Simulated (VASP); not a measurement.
# CsTa2 (Cmmm) in VASP: a series of runs

Runs on CsTa2. Level: PBE. Tasks: single point.

Everything below comes from runs of VASP 6.6.1. Logs are shortened: lines on timing, memory, paths and dates and some standing lists are left out, and cuts for length are marked.

## 1. The cell of the first run

The typed cell holds 6 atoms: a = 3.027 Å, b = 5.273 Å, c = 9.133 Å, α = 90.01°, β = 90.00°, γ = 90.00°.

## 2. Single point, PBE

Input file INCAR:

```
PREC = Accurate ; ENCUT = 500
EDIFF = 1E-6 ; ISMEAR = 0
SIGMA = 0.2 ; LREAL = F
LASPH = T ; NELM = 120
ALGO = Normal ; ISIF = 2
LWAVE = F ; LCHARG = F
GGA = PE ; NBANDS = 44
GGA_COMPAT = F
```

Input file KPOINTS:

```
Automatic mesh
0
Gamma
  8 4 4
```

Input file POSCAR:

```
CsTa2
1.0
    0.0000000000      0.0000000000     -3.0266640126
   -2.6361594093     -4.5672495775      0.0000000000
   -7.9084782279      4.5672495775      0.0000000000
Cs Ta
2 4
Direct
    0.5000000000      0.0000000000      1.0000000000
    0.5000000000      0.5000000000      0.5000000000
    0.5000000000      0.4999651524      0.8333449492
    0.5000000000      0.9999651524      0.3333449492
    0.5000000000      0.0000348476      0.6666550508
    0.5000000000      0.5000348476      0.1666550508
```

Potentials or basis: VASP PAW PBE potentials, release 64 (Cs_sv, Ta_sv_GW).

Command:

```bash
$ cat potpaw_PBE.64/Cs_sv/POTCAR potpaw_PBE.64/Ta_sv_GW/POTCAR > POTCAR
$ mpirun -np 1 vasp_std > vasp.out
```

OUTCAR:

```text
PREC = Accurate
   ENCUT = 500
   EDIFF = 1E-6
   ISMEAR = 0
   LREAL = F
   LASPH = T
   NELM = 120
   ISIF = 2
   GGA = PE

 ion  position               nearest neighbor table
   1  0.500  0.000  0.000-   4 3.04   5 3.04   6 3.04   3 3.04   6 3.04   3 3.04
   2  0.500  0.500  0.500-   3 3.04   6 3.04   5 3.04   4 3.04   4 3.04   5 3.04
   3  0.500  0.500  0.833-   5 3.04   6 3.04   2 3.04   1 3.04   1 3.04   5 3.05
   4  0.500  1.000  0.333-   6 3.04   5 3.04   1 3.04   2 3.04   2 3.04   6 3.05
   5  0.500  0.000  0.667-   3 3.04   4 3.04   1 3.04   2 3.04   2 3.04   3 3.05
   6  0.500  0.500  0.167-   4 3.04   3 3.04   2 3.04   1 3.04   1 3.04   4 3.05

  LATTYP: Found a simple monoclinic cell.
 ALAT       =     5.2734339035
 B/A-ratio  =     0.5739455672
 C/A-ratio  =     1.7318066510
 COS(beta)  =    -0.0002441738

  Lattice vectors:

 A1 = (  -2.6361594093,  -4.5672495775,   0.0000000000)
 A2 = (   0.0000000000,   0.0000000000,   3.0266640126)
 A3 = (  -7.9084782279,   4.5672495775,   0.0000000000)

Analysis of symmetry for initial positions (statically):
=====================================================================
 Subroutine PRICEL returns following result:

  LATTYP: Found a base centered orthorhombic cell.
 ALAT       =     5.2723188186
 B/A-ratio  =     1.7325392241
 C/A-ratio  =     0.5740669555

  Lattice vectors:

 A1 = (  -2.6361594093,  -4.5672495775,   0.0000000000)
 A2 = (  -2.6361594093,   4.5672495775,   0.0000000000)
 A3 = (   0.0000000000,   0.0000000000,  -3.0266640126)

   2 primitive cells build up your supercell.

 Routine SETGRP: Setting up the symmetry group for a
 simple monoclinic supercell.

 Subroutine GETGRP returns: Found  4 space group operations
 (whereof  4 operations were pure point group operations)
 out of a pool of  4 trial point group operations.

The static configuration has the point symmetry C_2h.

Analysis of symmetry for dynamics (positions and initial velocities):
=====================================================================
 Subroutine PRICEL returns following result:

  LATTYP: Found a base centered orthorhombic cell.
 ALAT       =     5.2723188186
 B/A-ratio  =     1.7325392241
 C/A-ratio  =     0.5740669555

  Lattice vectors:

 A1 = (  -2.6361594093,  -4.5672495775,   0.0000000000)
 A2 = (  -2.6361594093,   4.5672495775,   0.0000000000)
 A3 = (   0.0000000000,   0.0000000000,  -3.0266640126)

   2 primitive cells build up your supercell.
[... 111 lines left out ...]
   LREAL  =      F    real-space projection
   EDIFFG = 0.1E-04   stopping-criterion for IOM
   NSW    =      0    number of steps for IOM
   IBRION =     -1    ionic relax: 0-MD 1-quasi-New 2-CG
   NFREE  =      0    steps in history (QN), initial steepest desc. (CG)
   ISIF   =      2    stress and relaxation
   ISYM   =      2    0-nonsym 1-usesym 2-fastsym
   POTIM  = 0.5000    time-step for ionic-motion
   TEBEG  =    0.0;   TEEND  =   0.0 temperature during run
   PSTRESS=    0.0 pullay stress
   NELECT =      70.0000    total number of electrons
   NUPDOWN=      -1.0000    fix difference up-down
   EMIN   =  10.00;   EMAX   =-10.00  energy-range for DOS
   EFERMI =   0.00;   METHOD = LEGACY
   ISMEAR =     0;   SIGMA  =   0.20  broadening in eV -4-tet -1-fermi 0-gaus
   EFERMI_NEDOS =   21; number of points for ismear=-14 and -15
   IALGO  =     38    algorithm
   IMIX   =      4    mixing-type and parameters
     AMIX     =   0.40;   BMIX     =  1.00
     AMIX_MAG =   1.60;   BMIX_MAG =  1.00
  volume/ion in A,a.u.               =      24.29       163.94
  Fermi-wavevector in a.u.,A,eV,Ry     =   1.282008  2.422643 22.361771  1.643544
  Thomas-Fermi vector in A             =   2.414344
   LORBIT       =      0    0 simple, 1 ext, 2 COOP (PROOUT), +10 PAW based schemes
   GGA     = PE    functional components
   LHFCALC =     F    Hartree Fock is set to
   AEXX    =    0.0000 exact exchange contribution
   IVDW    =     0    specifies the selected vdW correction
   LEPSILON=     F    determine dielectric tensor
   LRPA    =     F    only Hartree local field effects (RPA)
 non-spin polarized calculation
 Gauss-broadening in eV      SIGMA  =   0.20
  energy-cutoff  :      500.00
  volume of cell :      145.76
 maximum number of plane-waves:      3726
 NGX is ok and might be reduce to    24

 number of electron      69.9999999 magnetization

 Free energy of the ion-electron system (eV)
  ---------------------------------------------------
  ext. energy  EPLUGINS =         0.00000000
  ---------------------------------------------------
  free energy    TOTEN  =       -47.19351688 eV

  energy without entropy =      -47.05962503  energy(sigma->0) =      -47.12657095

 E-fermi :   7.3374     XC(G=0): -11.3495

 val. band max:        7.3110507224   @ k =   0.5000   0.2500   0.0000
 cond. band min:       7.3391964573   @ k =   0.1250   0.5000   0.5000
 fundamental gap:      0.0281457349
 Fermi energy:         7.3374329334

 k-point     1 :       0.0000    0.0000    0.0000
  band No.  band energies     occupation
      1     -60.8143      2.00000
      2     -60.8032      2.00000
      3     -60.7921      2.00000
      4     -60.7809      2.00000
      5     -27.4314      2.00000
      6     -27.4043      2.00000
[... 1117 lines left out ...]
     43       9.5059      0.00000
     44       9.9458      0.00000

 [... further k-points ...]

------------------------ aborting loop because EDIFF is reached ----------------------------------------

  FORCE on cell =-STRESS in cart. coord.  units (eV):
  Direction    XX          YY          ZZ          XY          YZ          ZX
  --------------------------------------------------------------------------------------
  -------------------------------------------------------------------------------------
  Total        0.6784762      0.7159330     -0.2021164      0.0422525      0.0000000      0.0000000
  in kB        7.4575230      7.8692322     -2.2215781      0.4644217      0.0000000      0.0000000
  external PRESSURE =       4.3683924 kB  Pullay stress =       0.0000000 kB

 VOLUME and BASIS-vectors are now :
 -----------------------------------------------------------------------------
  energy-cutoff  :      500.00
  volume of cell :      145.76
      direct lattice vectors                 reciprocal lattice vectors
     0.000000000  0.000000000 -3.026664013     0.000000000  0.000000000 -0.330396765
    -2.636159409 -4.567249578  0.000000000    -0.094834933 -0.164212616  0.000000000
    -7.908478228  4.567249578  0.000000000    -0.094834933  0.054737539  0.000000000

 POSITION                                       TOTAL-FORCE (eV/Angst)
 -----------------------------------------------------------------------------------
      0.00000      0.00000     -1.51333        -0.000000     -0.000000      0.000000
     -5.27232      0.00000     -1.51333        -0.000000     -0.000000      0.000000
     -7.90848      1.52263     -1.51333        -0.053547      0.031940      0.000000
     -5.27232     -3.04462     -1.51333        -0.053547      0.031940      0.000000
     -5.27232      3.04462     -1.51333         0.053547     -0.031940     -0.000000
     -2.63616     -1.52263     -1.51333         0.053547     -0.031940      0.000000
 -----------------------------------------------------------------------------------
    total drift:                               -0.000000      0.000000     -0.000000

  FREE ENERGIE OF THE ION-ELECTRON SYSTEM (eV)
  ---------------------------------------------------
  free  energy   TOTEN  =       -47.1935168759 eV

  energy  without entropy=      -47.0596250253  energy(sigma->0) =      -47.12657095
```

stdout:

```text
POSCAR found type information on POSCAR CsTa
 POSCAR found :  2 types and       6 ions
 scaLAPACK will be used
 LDA part: xc-table for (Slater+PW92), standard interpolation
 POSCAR, INCAR and KPOINTS ok, starting setup
 FFT: planning ... GRIDC
 FFT: planning ... GRID_SOFT
 FFT: planning ... GRID
 WAVECAR not read
 entering main loop
```

Wall time 5.8 min (1 thread of Intel Xeon 6975P-C (Granite Rapids), shared host); peak memory 0.41 GiB.

Results:

```
Free energy            : -47.1935 eV
Pressure               : 0.4 GPa
Largest force          : 0.062 eV/Å
Band gap on the k mesh : zero (bands 35 and 36 overlap by 1.60 eV)
```

Forces on the atoms (eV/Å):
```
Cs   0.000  0.000  0.000
Cs   0.000  0.000  0.000
Ta  -0.054  0.032  0.000
Ta  -0.054  0.032  0.000
Ta   0.054 -0.032  0.000
Ta   0.054 -0.032  0.000
```

Levels at points of the mesh, in eV from the Fermi level:
```tsv
k point	band 33	band 34	band 35	band 36	band 37	band 38
(0.00, 0.00, 0.00)	-0.97	-0.40	-0.08	0.06	1.73	1.86
(0.50, 0.00, 0.00)	-0.88	-0.21	0.07	0.45	0.45	0.51
(0.00, 0.50, 0.00)	-1.28	-1.28	0.29	0.29	1.93	1.93
(0.50, 0.50, 0.00)	-1.07	-1.07	-0.75	-0.75	1.11	1.11
(0.00, 0.00, 0.50)	-1.17	-1.17	0.78	0.78	1.04	1.04
(0.50, 0.00, 0.50)	-0.47	-0.47	0.07	0.07	0.11	0.11
(0.00, 0.50, 0.50)	-0.40	-0.40	-0.08	-0.08	0.06	0.06
(0.50, 0.50, 0.50)	-0.21	-0.20	0.08	0.08	0.95	0.95
```

Caveat: spin-orbit coupling is left out, which moves the levels of the heavy elements.

## 3. Single point, PBE

This run uses another cell than the first one: it holds 3 atoms, not 6.

Input file INCAR:

```
SYSTEM = CsTa2
PREC = Accurate
ENCUT = 500
EDIFF = 1E-6
ISMEAR = 0
SIGMA = 0.1
LREAL = .False.
LASPH = .True.
NELM = 120
ALGO = Normal
ISIF = 2
LWAVE = .False.
LCHARG = .False.
GGA = PE
NBANDS = 24
GGA_COMPAT = .False.
```

Input file KPOINTS:

```
Automatic mesh
0
Gamma
  10 10 16
  0 0 0
```

Input file POSCAR:

```
CsTa2
1.0
    2.6361594093     -4.5672495775      0.0000000000
    2.6361594093      4.5672495775      0.0000000000
    0.0000000000      0.0000000000      3.0266640126
Cs Ta
1 2
Direct
    0.0000000000      0.0000000000      0.5000000000
    0.3333101016      0.6666898984      0.5000000000
    0.6666898984      0.3333101016      0.5000000000
```

Potentials or basis: VASP PAW PBE potentials, release 64 (Cs_sv, Ta_sv_GW).

Command:

```bash
$ cat potpaw_PBE.64/Cs_sv/POTCAR potpaw_PBE.64/Ta_sv_GW/POTCAR > POTCAR
$ mpirun -np 1 vasp_std > vasp.out
```

Run time: 2.8 min. Hardware: 1 thread of Intel Xeon 6975P-C (Granite Rapids), shared host; peak memory 0.53 GiB.

Results (log left out):

```
Free energy            : -23.5829 eV
Pressure               : 0.4 GPa
Band gap on the k mesh : zero (an odd number of electrons rules out a gap without spin polarisation)
```

Stress tensor (GPa, compression positive):
```
 0.60  0.00  0.00
 0.00  0.58  0.00
 0.00  0.00 -0.10
```

Levels at points of the mesh, in eV from the Fermi level:
```csv
k point,band 14,band 15,band 16,band 17,band 18,band 19,band 20,band 21,band 22,band 23
"(0.00, 0.00, 0.00)",-1.78,-1.77,-0.95,-0.95,1.88,1.89,2.10,2.10,2.10,2.10
"(0.50, 0.00, 0.00)",-3.24,-1.67,-1.22,-0.37,-0.06,0.08,1.76,2.49,3.08,3.27
"(0.50, 0.50, 0.00)",-3.24,-1.67,-1.22,-0.37,-0.06,0.08,1.76,2.49,3.08,3.27
"(0.00, 0.00, 0.50)",-1.94,-1.93,-0.86,-0.86,0.48,0.48,0.54,2.70,2.70,3.94
"(0.50, 0.00, 0.50)",-1.91,-1.91,-1.59,-0.18,0.10,0.98,1.19,1.53,2.21,4.02
"(0.50, 0.50, 0.50)",-1.91,-1.91,-1.59,-0.18,0.10,0.98,1.19,1.53,2.21,4.02
```

Caveat: spin-orbit coupling is left out, which moves the levels of the heavy elements.

The gap in the log of VASP goes by the Fermi energy; the results here count the filled bands.